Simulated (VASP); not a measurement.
# TaN (P6/mmm) in VASP: single point with r2SCAN

Aim: the single point of TaN with r2SCAN.

Everything below comes from runs of VASP 6.6.1. Logs are shortened: lines on timing, memory, paths and dates and some standing lists are left out, and cuts for length are marked.

### 1 The cell of the first run

The structure is hexagonal, space group P6/mmm (No. 191). The conventional cell has a = 5.102 Å, b = 5.102 Å, c = 2.885 Å, α = 90.00°, β = 90.00°, γ = 120.00°. Ta (site symmetry 6/mmm) has 6 N at 2.55 Å and 14 Ta at 2.89 to 3.28 Å within 3.4 Å. Ta (site symmetry -6m2) has 6 N at 2.06 Å within 2.7 Å. N (site symmetry mmm) has 6 Ta at 2.06 to 2.55 Å and 4 N at 2.55 Å within 2.7 Å.

### 2 Single point, r2SCAN

Contents of POSCAR:

```
TaN
1.0
    5.1015425988      0.0000000000      0.0000000000
   -2.5507712994      4.4180654891      0.0000000000
    0.0000000000      0.0000000000      2.8853127458
Ta N
3 3
Direct
    0.0000000000      0.0000000000      0.0000000000
    0.3333333333      0.6666666667      0.5000000000
    0.6666666667      0.3333333333      0.5000000000
    0.5000000000      0.0000000000      0.0000000000
    0.5000000000      0.5000000000      0.0000000000
    0.0000000000      0.5000000000      0.0000000000
```

Contents of INCAR.step1:

```
ALGO = Normal ; EDIFF = 1E-5
ENCUT = 770 ; GGA = PE
GGA_COMPAT = False ; ISMEAR = -1
LASPH = True ; LCHARG = False
LREAL = False ; LWAVE = True
NBANDS = 36 ; NELM = 120
PREC = Accurate ; SIGMA = 0.1
```

Contents of INCAR.step2:

```
ALGO = Normal ; EDIFF = 1E-6
ENCUT = 770 ; GGA_COMPAT = False
ISIF = 2 ; ISMEAR = -1
ISTART = 1 ; LASPH = True
LCHARG = False ; LMIXTAU = True
LREAL = False ; LWAVE = False
METAGGA = R2SCAN ; NBANDS = 36
NELM = 120 ; PREC = Accurate
SIGMA = 0.1
```

Contents of KPOINTS:

```
k-points
0
Gamma
  7 7 11
```

Potentials or basis: VASP PAW PBE potentials, release 64 (Ta_sv_GW, N).

Run with:

```
> cat potpaw_PBE.64/Ta_sv_GW/POTCAR potpaw_PBE.64/N/POTCAR > POTCAR
> cp INCAR.step1 INCAR
> mpirun -np 1 vasp_std > vasp.out
> cp INCAR.step2 INCAR
> mpirun -np 1 vasp_std > vasp.out
```

OUTCAR:

```text
EDIFF = 1E-6
   ENCUT = 770
   ISIF = 2
   ISMEAR = -1
   ISTART = 1
   LASPH = True
   LREAL = False
   METAGGA = R2SCAN
   NELM = 120
   PREC = Accurate

 ion  position               nearest neighbor table
   1  0.000  0.000  0.000-   2 3.28   3 3.28   2 3.28   3 3.28   3 3.28   3 3.28   2 3.28   2 3.28
                             3 3.28   3 3.28   2 3.28   2 3.28
   2  0.333  0.667  0.500-   6 2.06   6 2.06   4 2.06   4 2.06   5 2.06   5 2.06   3 2.95   3 2.95
                             3 2.95   1 3.28   1 3.28   1 3.28   1 3.28   1 3.28   1 3.28
   3  0.667  0.333  0.500-   6 2.06   6 2.06   4 2.06   4 2.06   5 2.06   5 2.06   2 2.95   2 2.95
                             2 2.95   1 3.28   1 3.28   1 3.28   1 3.28   1 3.28   1 3.28
   4  0.500  0.000  0.000-   2 2.06   3 2.06   2 2.06   3 2.06
   5  0.500  0.500  0.000-   2 2.06   3 2.06   2 2.06   3 2.06
   6  0.000  0.500  0.000-   2 2.06   3 2.06   2 2.06   3 2.06

  LATTYP: Found a hexagonal cell.
 ALAT       =     5.1015425988
 C/A-ratio  =     0.5655765271

  Lattice vectors:

 A1 = (   5.1015425988,   0.0000000000,   0.0000000000)
 A2 = (  -2.5507712994,   4.4180654891,   0.0000000000)
 A3 = (   0.0000000000,   0.0000000000,   2.8853127458)

Analysis of symmetry for initial positions (statically):
=====================================================================
 Subroutine PRICEL returns:
 Original cell was already a primitive cell.

 Routine SETGRP: Setting up the symmetry group for a
 hexagonal supercell.

 Subroutine GETGRP returns: Found 24 space group operations
 (whereof 24 operations were pure point group operations)
 out of a pool of 24 trial point group operations.

The static configuration has the point symmetry D_6h.

Analysis of symmetry for dynamics (positions and initial velocities):
=====================================================================
 Subroutine PRICEL returns:
 Original cell was already a primitive cell.

 Routine SETGRP: Setting up the symmetry group for a
 hexagonal supercell.

 Subroutine GETGRP returns: Found 24 space group operations
 (whereof 24 operations were pure point group operations)
 out of a pool of 24 trial point group operations.

The dynamic configuration has the point symmetry D_6h.

 Subroutine INISYM returns: Found 24 space group operations
 (whereof 24 operations are pure point group operations),
 and found     1 'primitive' translations

----------------------------------------------------------------------------------------

                                     Primitive cell

  volume of cell :      65.0319

  direct lattice vectors                    reciprocal lattice vectors
     5.101542599  0.000000000  0.000000000     0.196019141  0.113171704  0.000000000
    -2.550771299  4.418065489  0.000000000     0.000000000  0.226343408  0.000000000
     0.000000000  0.000000000  2.885312746     0.000000000  0.000000000  0.346582880

  length of vectors
     5.101542599  5.101542599  2.885312746     0.226343408  0.226343408  0.346582880

  position of ions in fractional coordinates (direct lattice)
     0.000000000  0.000000000  0.000000000
     0.333333333  0.666666667  0.500000000
     0.666666667  0.333333333  0.500000000
     0.500000000  0.000000000  0.000000000
     0.500000000  0.500000000  0.000000000
     0.000000000  0.500000000  0.000000000

  ion indices of the primitive-cell ions
   primitive index   ion index
                 1           1
                 2           2
                 3           3
                 4           4
                 5           5
                 6           6

----------------------------------------------------------------------------------------

 KPOINTS: k-points

Automatic generation of k-mesh.
 Grid dimensions read from file:
 generate k-points for:    7    7   11

 Generating k-lattice:

  Cartesian coordinates                     Fractional coordinates (reciprocal lattice)
     0.028002734  0.016167386  0.000000000     0.142857143  0.000000000  0.000000000
     0.000000000  0.032334773  0.000000000     0.000000000  0.142857143  0.000000000
     0.000000000  0.000000000  0.031507535     0.000000000  0.000000000  0.090909091

  Length of vectors
     0.032334773  0.032334773  0.031507535

  Shift w.r.t. Gamma in fractional coordinates (k-lattice)
     0.000000000  0.000000000  0.000000000

 Subroutine IBZKPT returns following result:
 ===========================================

 Found     48 irreducible k-points:

 Following reciprocal coordinates:
            Coordinates               Weight
  0.000000  0.000000  0.000000      1.000000
  0.142857 -0.000000  0.000000      6.000000
  0.285714 -0.000000  0.000000      6.000000
  0.428571 -0.000000  0.000000      6.000000
  0.142857  0.142857  0.000000      6.000000
  0.285714  0.142857  0.000000     12.000000
[... 16 lines left out ...]
  0.428571  0.142857  0.181818     12.000000
  0.285714  0.285714  0.181818     12.000000
 [... further k-points ...]
   k-points           NKPTS =     48   k-points in BZ     NKDIM =     48   number of bands    NBANDS=     36
   number of dos      NEDOS =    301   number of ions     NIONS =      6
   total plane-waves  NPLWV =  64512
   dimension x,y,z NGX =    48 NGY =   48 NGZ =   28
   dimension x,y,z NGXF=    96 NGYF=   96 NGZF=   56
   ions per type =               3   3
   NGX,Y,Z   is equivalent  to a cutoff of  15.64, 15.64, 16.13 a.u.
   NGXF,Y,Z  is equivalent  to a cutoff of  31.28, 31.28, 32.27 a.u.
 SYSTEM =  unknown system
   PREC   = accura    normal or accurate (medium, high low for compatibility)
   ISTART =      1    job   : 0-new  1-cont  2-samecut
   ICHARG =      0    charge: 1-file 2-atom 10-const
   ISPIN  =      1    spin polarized calculation?
   LNONCOLLINEAR =      F non collinear calculations
   LSORBIT =      F    spin-orbit coupling
   LASPH  =      T    aspherical Exc in radial PAW
   ENCUT  =  770.0 eV  56.59 Ry    7.52 a.u.  11.54 11.54  6.53*2*pi/ulx,y,z
   NELM   =    120;   NELMIN=  2; NELMDL=  0     # of ELM steps
   EDIFF  = 0.1E-05   stopping-criterion for ELM
   LREAL  =      F    real-space projection
   EDIFFG = 0.1E-04   stopping-criterion for IOM
   NSW    =      0    number of steps for IOM
   IBRION =     -1    ionic relax: 0-MD 1-quasi-New 2-CG
   NFREE  =      0    steps in history (QN), initial steepest desc. (CG)
   ISIF   =      2    stress and relaxation
   ISYM   =      2    0-nonsym 1-usesym 2-fastsym
   POTIM  = 0.5000    time-step for ionic-motion
   TEBEG  =    0.0;   TEEND  =   0.0 temperature during run
   PSTRESS=    0.0 pullay stress
   NELECT =      54.0000    total number of electrons
   NUPDOWN=      -1.0000    fix difference up-down
   EMIN   =  10.00;   EMAX   =-10.00  energy-range for DOS
   EFERMI =   0.00;   METHOD = LEGACY
   ISMEAR =    -1;   SIGMA  =   0.10  broadening in eV -4-tet -1-fermi 0-gaus
   EFERMI_NEDOS =   21; number of points for ismear=-14 and -15
   IALGO  =     38    algorithm
   IMIX   =      4    mixing-type and parameters
     AMIX     =   0.40;   BMIX     =  1.00
     AMIX_MAG =   1.60;   BMIX_MAG =  1.00
  volume/ion in A,a.u.               =      10.84        73.14
  Fermi-wavevector in a.u.,A,eV,Ry     =   1.538735  2.907788 32.214597  2.367706
  Thomas-Fermi vector in A             =   2.645062
   LORBIT       =      0    0 simple, 1 ext, 2 COOP (PROOUT), +10 PAW based schemes
   METAGGA = R2SCAN    functional components
   LHFCALC =     F    Hartree Fock is set to
   AEXX    =    0.0000 exact exchange contribution
   IVDW    =     0    specifies the selected vdW correction
   LEPSILON=     F    determine dielectric tensor
   LRPA    =     F    only Hartree local field effects (RPA)
 non-spin polarized calculation
  energy-cutoff  :      770.00
  volume of cell :       65.03
 maximum number of plane-waves:      3181
 NGX is ok and might be reduce to    48
   NGX = 23   NGY = 23   NGZ = 13

 number of electron      53.9999997 magnetization

 Free energy of the ion-electron system (eV)
  ---------------------------------------------------
  ext. energy  EPLUGINS =         0.00000000
  ---------------------------------------------------
  free energy    TOTEN  =      -185.86081403 eV

  energy without entropy =     -185.82325641  energy(sigma->0) =     -185.84203522

 E-fermi :  12.7584     XC(G=0): -14.6081

 val. band max:       12.7557613731   @ k =   0.1429   0.1429   0.4545
 cond. band min:      12.8271479816   @ k =   0.1429  -0.0000   0.0909
 fundamental gap:      0.0713866085
 Fermi energy:        12.7583803694

 k-point     1 :       0.0000    0.0000    0.0000
  band No.  band energies     occupation
      1     -58.5028      2.00000
      2     -58.4396      2.00000
      3     -58.1261      2.00000
      4     -24.7440      2.00000
      5     -24.7440      2.00000
      6     -24.2878      2.00000
[... 28 lines left out ...]
     35      16.4493      0.00000
     36      16.6615      0.00000

 k-point     2 :       0.1429   -0.0000    0.0000
  band No.  band energies     occupation
      1     -58.4999      2.00000
      2     -58.4423      2.00000
      3     -58.1263      2.00000
      4     -24.7643      2.00000
      5     -24.7352      2.00000
      6     -24.2640      2.00000
[... 28 lines left out ...]
     35      16.4907      0.00000
     36      16.7144      0.00000

 k-point     3 :       0.2857   -0.0000    0.0000
  band No.  band energies     occupation
      1     -58.4922      2.00000
      2     -58.4497      2.00000
      3     -58.1266      2.00000
      4     -24.8039      2.00000
      5     -24.6933      2.00000
      6     -24.2588      2.00000
[... 28 lines left out ...]
     35      16.6347      0.00000
     36      16.7029      0.00000
[... 742 lines left out ...]
 k-point    23 :       0.4286    0.1429    0.1818
  band No.  band energies     occupation
      1     -58.4632      2.00000
      2     -58.4467      2.00000
      3     -58.1135      2.00000
      4     -24.7573      2.00000
      5     -24.5447      2.00000
      6     -24.3911      2.00000
[... 28 lines left out ...]
     35      16.5896      0.00000
     36      17.4113      0.00000

 k-point    24 :       0.2857    0.2857    0.1818
  band No.  band energies     occupation
      1     -58.4607      2.00000
      2     -58.4492      2.00000
      3     -58.1135      2.00000
      4     -24.7479      2.00000
      5     -24.5315      2.00000
      6     -24.4175      2.00000
[... 28 lines left out ...]
     35      16.7361      0.00000
     36      17.7283      0.00000

 [... further k-points ...]

------------------------ aborting loop because EDIFF is reached ----------------------------------------

  FORCE on cell =-STRESS in cart. coord.  units (eV):
  Direction    XX          YY          ZZ          XY          YZ          ZX
  --------------------------------------------------------------------------------------
  -------------------------------------------------------------------------------------
  Total        8.2408297      8.2408297      8.3592993      0.0000000     -0.0000000      0.0000000
  in kB      203.0275449    203.0275449    205.9462549      0.0000000     -0.0000000      0.0000000
  external PRESSURE =     204.0004482 kB  Pullay stress =       0.0000000 kB

 VOLUME and BASIS-vectors are now :
 -----------------------------------------------------------------------------
  energy-cutoff  :      770.00
  volume of cell :       65.03
      direct lattice vectors                 reciprocal lattice vectors
     5.101542599  0.000000000  0.000000000     0.196019141  0.113171704  0.000000000
    -2.550771299  4.418065489  0.000000000     0.000000000  0.226343408  0.000000000
     0.000000000  0.000000000  2.885312746     0.000000000  0.000000000  0.346582880

 POSITION                                       TOTAL-FORCE (eV/Angst)
 -----------------------------------------------------------------------------------
      0.00000      0.00000      0.00000        -0.000000      0.000000      0.000000
     -0.00000      2.94538      1.44266        -0.000000     -0.000000      0.000000
      2.55077      1.47269      1.44266         0.000000      0.000000     -0.000000
      2.55077      0.00000      0.00000        -0.000000      0.000000      0.000000
      1.27539      2.20903      0.00000        -0.000000      0.000000      0.000000
     -1.27539      2.20903      0.00000        -0.000000      0.000000      0.000000
 -----------------------------------------------------------------------------------
    total drift:                               -0.000000      0.000000     -0.000000

  FREE ENERGIE OF THE ION-ELECTRON SYSTEM (eV)
  ---------------------------------------------------
  free  energy   TOTEN  =      -185.8608140297 eV

  energy  without entropy=     -185.8232564075  energy(sigma->0) =     -185.84203522
```

Run time: 13 min. Hardware: 1 thread of Intel Xeon Platinum 8375C at 2.90GHz (Ice Lake), shared host; peak memory 0.38 GiB.

What came out:

| Quantity | Value |
| --- | --- |
| Free energy | -185.8608 eV |
| Pressure | 20.4 GPa |
| Band gap on the k mesh | zero (bands 27 and 28 overlap by 2.26 eV) |

Stress tensor (GPa, compression positive):
```
20.30  0.00  0.00
 0.00 20.30  0.00
 0.00  0.00 20.59
```

Caveat: the cell stands under pressure; the PAW data sets were made with another functional, which shifts forces and pressure a little; spin-orbit coupling is left out, which moves the levels of the heavy elements.

The gap in the log of VASP goes by the Fermi energy; the results here count the filled bands.